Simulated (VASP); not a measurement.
# As (R-3m) in VASP: notebook

The runs below take As through single point, with PBEsol.

All numbers are computed with VASP 6.6.1; they aren't measurements. Logs are shortened: lines on timing, memory, paths and dates and some standing lists are left out, and cuts for length are marked.

## 1. The cell of the first run

The structure is trigonal, space group R-3m (No. 166). Conventional cell: a = 6.992 Å, b = 6.992 Å, c = 17.886 Å, α = 90.00°, β = 90.00°, γ = 120.00°. Within 3.1 Å of As (site symmetry m) lie 6 As at 2.38 to 2.57 Å. As (site symmetry m) has 7 As at 2.54 to 2.86 Å within 3.3 Å.

## 2. Single point, PBEsol

INCAR

```
PREC = Accurate
ENCUT = 520
EDIFF = 1E-6
ISMEAR = 0
SIGMA = 0.1
LREAL = F
LASPH = T
NELM = 60
ALGO = Normal
ISIF = 2
LWAVE = F
LCHARG = T
GGA = PS
LELF = T
LVHAR = T
NBANDS = 42
```

KPOINTS

```
Automatic mesh
0
Gamma
  3 3 3
```

POSCAR

```
As
1.0
    3.4959859501      2.0184084294      5.9620619974
   -3.4959859501      2.0184084294      5.9620619974
    0.0000000000     -4.0368168587      5.9620619974
As
12
Direct
    0.0101900000      0.6536100000      0.0101900000
    0.0101900000      0.0101900000      0.6536100000
    0.6536100000      0.0101900000      0.0101900000
    0.9898100000      0.3463900000      0.9898100000
    0.3463900000      0.9898100000      0.9898100000
    0.9898100000      0.9898100000      0.3463900000
    0.2211800000      0.6306000000      0.2211800000
    0.2211800000      0.2211800000      0.6306000000
    0.6306000000      0.2211800000      0.2211800000
    0.7788200000      0.3694000000      0.7788200000
    0.3694000000      0.7788200000      0.7788200000
    0.7788200000      0.7788200000      0.3694000000
```

Potentials or basis: VASP PAW PBE potentials, release 64 (As).

The run is started by

```sh
> cat potpaw_PBE.64/As/POTCAR > POTCAR
> mpirun -np 1 vasp_std > vasp.out
```

OUTCAR:

```text
PREC = Accurate
   ENCUT = 520
   EDIFF = 1E-6
   ISMEAR = 0
   LREAL = F
   LASPH = T
   NELM = 60
   ISIF = 2
   GGA = PS

 ion  position               nearest neighbor table
   1  0.010  0.654  0.010-   4 2.38   2 2.49   3 2.49   7 2.56  12 2.57  11 2.57
   2  0.010  0.010  0.654-   6 2.38   3 2.49   1 2.49   8 2.56  10 2.57  11 2.57
   3  0.654  0.010  0.010-   5 2.38   2 2.49   1 2.49   9 2.56  12 2.57  10 2.57
   4  0.990  0.346  0.990-   1 2.38   6 2.49   5 2.49  10 2.56   8 2.57   9 2.57
   5  0.346  0.990  0.990-   3 2.38   6 2.49   4 2.49  11 2.56   8 2.57   7 2.57
   6  0.990  0.990  0.346-   2 2.38   4 2.49   5 2.49  12 2.56   9 2.57   7 2.57
   7  0.221  0.631  0.221-  11 2.54  12 2.54   1 2.56   6 2.57   5 2.57   8 2.86   9 2.86
   8  0.221  0.221  0.631-  10 2.54  11 2.54   2 2.56   4 2.57   5 2.57   7 2.86   9 2.86
   9  0.631  0.221  0.221-  10 2.54  12 2.54   3 2.56   6 2.57   4 2.57   8 2.86   7 2.86
  10  0.779  0.369  0.779-   9 2.54   8 2.54   4 2.56   2 2.57   3 2.57  12 2.86  11 2.86
  11  0.369  0.779  0.779-   7 2.54   8 2.54   5 2.56   2 2.57   1 2.57  12 2.86  10 2.86
  12  0.779  0.779  0.369-   7 2.54   9 2.54   6 2.56   3 2.57   1 2.57  10 2.86  11 2.86

  LATTYP: Found a trigonal (rhomboedric) cell.
 ALAT       =     7.2001439994
 COS(alpha) =     0.5284942553

  Lattice vectors:

 A1 = (   3.4959859501,   2.0184084294,   5.9620619974)
 A2 = (  -3.4959859501,   2.0184084294,   5.9620619974)
 A3 = (   0.0000000000,  -4.0368168587,   5.9620619974)

Analysis of symmetry for initial positions (statically):
=====================================================================
 Subroutine PRICEL returns:
 Original cell was already a primitive cell.

 Routine SETGRP: Setting up the symmetry group for a
 trigonal (rhombohedral) supercell.

 Subroutine GETGRP returns: Found 12 space group operations
 (whereof 12 operations were pure point group operations)
 out of a pool of 12 trial point group operations.

The static configuration has the point symmetry D_3d.

Analysis of symmetry for dynamics (positions and initial velocities):
=====================================================================
 Subroutine PRICEL returns:
 Original cell was already a primitive cell.

 Routine SETGRP: Setting up the symmetry group for a
 trigonal (rhombohedral) supercell.

 Subroutine GETGRP returns: Found 12 space group operations
 (whereof 12 operations were pure point group operations)
 out of a pool of 12 trial point group operations.

The dynamic configuration has the point symmetry D_3d.

 Subroutine INISYM returns: Found 12 space group operations
 (whereof 12 operations are pure point group operations),
 and found     1 'primitive' translations

----------------------------------------------------------------------------------------

                                     Primitive cell

  volume of cell :     252.4216

  direct lattice vectors                    reciprocal lattice vectors
     3.495985950  2.018408429  5.962061997     0.143021170  0.082573311  0.055909069
    -3.495985950  2.018408429  5.962061997    -0.143021170  0.082573311  0.055909069
     0.000000000 -4.036816859  5.962061997     0.000000000 -0.165146622  0.055909069

  length of vectors
     7.200143999  7.200143999  7.200143999     0.174353751  0.174353751  0.174353751

  position of ions in fractional coordinates (direct lattice)
     0.010190000  0.653610000  0.010190000
     0.010190000  0.010190000  0.653610000
     0.653610000  0.010190000  0.010190000
     0.989810000  0.346390000  0.989810000
     0.346390000  0.989810000  0.989810000
     0.989810000  0.989810000  0.346390000
     0.221180000  0.630600000  0.221180000
     0.221180000  0.221180000  0.630600000
     0.630600000  0.221180000  0.221180000
     0.778820000  0.369400000  0.778820000
     0.369400000  0.778820000  0.778820000
     0.778820000  0.778820000  0.369400000

  ion indices of the primitive-cell ions
   primitive index   ion index
                 1           1
                 2           2
                 3           3
                 4           4
                 5           5
                 6           6
                 7           7
                 8           8
                 9           9
                10          10
                11          11
                12          12

----------------------------------------------------------------------------------------

 KPOINTS: Automatic mesh

Automatic generation of k-mesh.
 Grid dimensions read from file:
 generate k-points for:    3    3    3

 Generating k-lattice:

  Cartesian coordinates                     Fractional coordinates (reciprocal lattice)
     0.047673723  0.027524437  0.018636356     0.333333333  0.000000000  0.000000000
    -0.047673723  0.027524437  0.018636356     0.000000000  0.333333333  0.000000000
     0.000000000 -0.055048874  0.018636356     0.000000000  0.000000000  0.333333333

  Length of vectors
     0.058117917  0.058117917  0.058117917

  Shift w.r.t. Gamma in fractional coordinates (k-lattice)
     0.000000000  0.000000000  0.000000000

 Subroutine IBZKPT returns following result:
 ===========================================

 Found      6 irreducible k-points:

 Following reciprocal coordinates:
            Coordinates               Weight
  0.000000  0.000000  0.000000      1.000000
  0.333333  0.000000 -0.000000      6.000000
  0.333333  0.333333 -0.000000      6.000000
 -0.333333  0.333333  0.000000      6.000000
  0.333333  0.333333  0.333333      2.000000
 -0.333333  0.333333  0.333333      6.000000
   k-points           NKPTS =      6   k-points in BZ     NKDIM =      6   number of bands    NBANDS=     42
   number of dos      NEDOS =    301   number of ions     NIONS =     12
   total plane-waves  NPLWV = 157464
   dimension x,y,z NGX =    54 NGY =   54 NGZ =   54
   dimension x,y,z NGXF=   108 NGYF=  108 NGZF=  108
   ions per type =              12
   NGX,Y,Z   is equivalent  to a cutoff of  12.47, 12.47, 12.47 a.u.
   NGXF,Y,Z  is equivalent  to a cutoff of  24.94, 24.94, 24.94 a.u.
 SYSTEM =  unknown system
   PREC   = accura    normal or accurate (medium, high low for compatibility)
   ISTART =      0    job   : 0-new  1-cont  2-samecut
   ICHARG =      2    charge: 1-file 2-atom 10-const
   ISPIN  =      1    spin polarized calculation?
   LNONCOLLINEAR =      F non collinear calculations
   LSORBIT =      F    spin-orbit coupling
   LASPH  =      T    aspherical Exc in radial PAW
   ENCUT  =  520.0 eV  38.22 Ry    6.18 a.u.  13.39 13.39 13.39*2*pi/ulx,y,z
   NELM   =     60;   NELMIN=  2; NELMDL= -5     # of ELM steps
   EDIFF  = 0.1E-05   stopping-criterion for ELM
   LREAL  =      F    real-space projection
   EDIFFG = 0.1E-04   stopping-criterion for IOM
   NSW    =      0    number of steps for IOM
   IBRION =     -1    ionic relax: 0-MD 1-quasi-New 2-CG
   NFREE  =      0    steps in history (QN), initial steepest desc. (CG)
   ISIF   =      2    stress and relaxation
   ISYM   =      2    0-nonsym 1-usesym 2-fastsym
   POTIM  = 0.5000    time-step for ionic-motion
   TEBEG  =    0.0;   TEEND  =   0.0 temperature during run
   PSTRESS=    0.0 pullay stress
   NELECT =      60.0000    total number of electrons
   NUPDOWN=      -1.0000    fix difference up-down
   EMIN   =  10.00;   EMAX   =-10.00  energy-range for DOS
   EFERMI =   0.00;   METHOD = LEGACY
   ISMEAR =     0;   SIGMA  =   0.10  broadening in eV -4-tet -1-fermi 0-gaus
   EFERMI_NEDOS =   21; number of points for ismear=-14 and -15
   IALGO  =     38    algorithm
   IMIX   =      4    mixing-type and parameters
     AMIX     =   0.40;   BMIX     =  1.00
     AMIX_MAG =   1.60;   BMIX_MAG =  1.00
  volume/ion in A,a.u.               =      21.04       141.95
  Fermi-wavevector in a.u.,A,eV,Ry     =   1.014105  1.916381 13.992364  1.028410
  Thomas-Fermi vector in A             =   2.147313
   LORBIT       =      0    0 simple, 1 ext, 2 COOP (PROOUT), +10 PAW based schemes
   GGA     = PS    functional components
   LHFCALC =     F    Hartree Fock is set to
   AEXX    =    0.0000 exact exchange contribution
   IVDW    =     0    specifies the selected vdW correction
   LEPSILON=     F    determine dielectric tensor
   LRPA    =     F    only Hartree local field effects (RPA)
 non-spin polarized calculation
 Gauss-broadening in eV      SIGMA  =   0.10
  energy-cutoff  :      520.00
  volume of cell :      252.42
 maximum number of plane-waves:      6805
 NGX is ok and might be reduce to    54
   NGX = 27   NGY = 27   NGZ = 27

 number of electron      59.9999999 magnetization

 Free energy of the ion-electron system (eV)
  ---------------------------------------------------
  ext. energy  EPLUGINS =         0.00000000
  ---------------------------------------------------
  free energy    TOTEN  =       -50.90393811 eV

  energy without entropy =      -50.87542950  energy(sigma->0) =      -50.88968380

 E-fermi :   5.6634     XC(G=0):  -9.9263

 val. band max:        5.6048932818   @ k =   0.3333   0.0000  -0.0000
 cond. band min:       5.6826881976   @ k =   0.3333   0.0000  -0.0000
 fundamental gap:      0.0777949158
 Fermi energy:         5.6634348782

 k-point     1 :       0.0000    0.0000    0.0000
  band No.  band energies     occupation
      1     -11.2568      2.00000
      2      -8.5611      2.00000
      3      -8.2515      2.00000
      4      -8.2515      2.00000
      5      -7.2819      2.00000
      6      -6.9747      2.00000
[... 34 lines left out ...]
     41       7.3498      0.00000
     42       7.9801      0.00000

 k-point     2 :       0.3333    0.0000   -0.0000
  band No.  band energies     occupation
      1     -11.0003      2.00000
      2      -9.2165      2.00000
      3      -8.7275      2.00000
      4      -8.3679      2.00000
      5      -6.9801      2.00000
      6      -6.9188      2.00000
[... 34 lines left out ...]
     41       8.7941      0.00000
     42       9.4832      0.00000

 k-point     3 :       0.3333    0.3333   -0.0000
  band No.  band energies     occupation
      1     -10.8914      2.00000
      2      -9.3115      2.00000
      3      -8.8512      2.00000
      4      -8.7047      2.00000
      5      -7.0911      2.00000
      6      -6.3750      2.00000
[... 34 lines left out ...]
     41       8.7666      0.00000
     42       9.3495      0.00000

 k-point     4 :      -0.3333    0.3333    0.0000
  band No.  band energies     occupation
      1     -10.7521      2.00000
      2      -9.4066      2.00000
      3      -9.0816      2.00000
      4      -8.8007      2.00000
      5      -6.9163      2.00000
      6      -6.1841      2.00000
[... 34 lines left out ...]
     41       8.7566      0.00000
     42       8.7645      0.00000

 k-point     5 :       0.3333    0.3333    0.3333
  band No.  band energies     occupation
      1     -10.9656      2.00000
      2      -9.5335      2.00000
      3      -8.5797      2.00000
      4      -8.5797      2.00000
      5      -6.5007      2.00000
      6      -5.9083      2.00000
[... 34 lines left out ...]
     41       8.7882      0.00000
     42       8.7908      0.00000

 k-point     6 :      -0.3333    0.3333    0.3333
  band No.  band energies     occupation
      1     -10.7185      2.00000
      2      -9.5866      2.00000
      3      -9.1575      2.00000
      4      -8.6835      2.00000
      5      -6.5588      2.00000
      6      -5.9432      2.00000
[... 34 lines left out ...]
     41       8.5907      0.00000
     42       8.8696      0.00000

------------------------ aborting loop because EDIFF is reached ----------------------------------------

  FORCE on cell =-STRESS in cart. coord.  units (eV):
  Direction    XX          YY          ZZ          XY          YZ          ZX
  --------------------------------------------------------------------------------------
  -------------------------------------------------------------------------------------
  Total       29.9327453     29.9327453     36.1310162      0.0000000      0.0000000      0.0000000
  in kB      189.9899658    189.9899658    229.3318056      0.0000000      0.0000000      0.0000000
  external PRESSURE =     203.1039124 kB  Pullay stress =       0.0000000 kB

 VOLUME and BASIS-vectors are now :
 -----------------------------------------------------------------------------
  energy-cutoff  :      520.00
  volume of cell :      252.42
      direct lattice vectors                 reciprocal lattice vectors
     3.495985950  2.018408429  5.962061997     0.143021170  0.082573311  0.055909069
    -3.495985950  2.018408429  5.962061997    -0.143021170  0.082573311  0.055909069
     0.000000000 -4.036816859  5.962061997     0.000000000 -0.165146622  0.055909069

 POSITION                                       TOTAL-FORCE (eV/Angst)
 -----------------------------------------------------------------------------------
     -2.24939      1.29868      4.01837         1.065527     -0.615182     -0.207249
      0.00000     -2.59737      4.01837         0.000000      1.230365     -0.207249
      2.24939      1.29868      4.01837        -1.065527     -0.615182     -0.207249
      2.24939     -1.29868     13.86782        -1.065527      0.615182      0.207249
     -2.24939     -1.29868     13.86782         1.065527      0.615182      0.207249
      0.00000      2.59737     13.86782         0.000000     -1.230365      0.207249
     -1.43133      0.82638      6.39705         1.855514     -1.071281      0.599650
      0.00000     -1.65275      6.39705         0.000000      2.142563      0.599650
      1.43133      0.82638      6.39705        -1.855514     -1.071281      0.599650
      1.43133     -0.82638     11.48913        -1.855514      1.071281     -0.599650
     -1.43133     -0.82638     11.48913         1.855514      1.071281     -0.599650
      0.00000      1.65275     11.48913         0.000000     -2.142563     -0.599650
 -----------------------------------------------------------------------------------
    total drift:                               -0.000000      0.000000      0.000000

  FREE ENERGIE OF THE ION-ELECTRON SYSTEM (eV)
  ---------------------------------------------------
  free  energy   TOTEN  =       -50.9039381054 eV

  energy  without entropy=      -50.8754295019  energy(sigma->0) =      -50.88968380
```

It took 52 s on 1 thread of Intel Xeon 6975P-C (Granite Rapids), shared host; peak memory 0.39 GiB.

What came out:

- Free energy: -50.9039 eV
- Pressure: 20.3 GPa
- Largest force: 2.225 eV/Å
- Band gap on the k mesh: zero (band 30 reaches 6.07 eV, above the bottom of band 31 at 5.25 eV)

Forces on the atoms (eV/Å):
```
As   1.066 -0.615 -0.207
As   0.000  1.230 -0.207
As  -1.066 -0.615 -0.207
As  -1.066  0.615  0.207
As   1.066  0.615  0.207
As   0.000 -1.230  0.207
As   1.856 -1.071  0.600
As   0.000  2.143  0.600
As  -1.856 -1.071  0.600
As  -1.856  1.071 -0.600
As   1.856  1.071 -0.600
As   0.000 -2.143 -0.600
```

Stress tensor (GPa, compression positive):
```
19.00  0.00  0.00
 0.00 19.00  0.00
 0.00  0.00 22.93
```

Caveat: the k points lie up to 0.37 Å⁻¹ apart; the PAW data sets were made with another functional, which shifts forces and pressure a little.

[end of part 1 of 2]
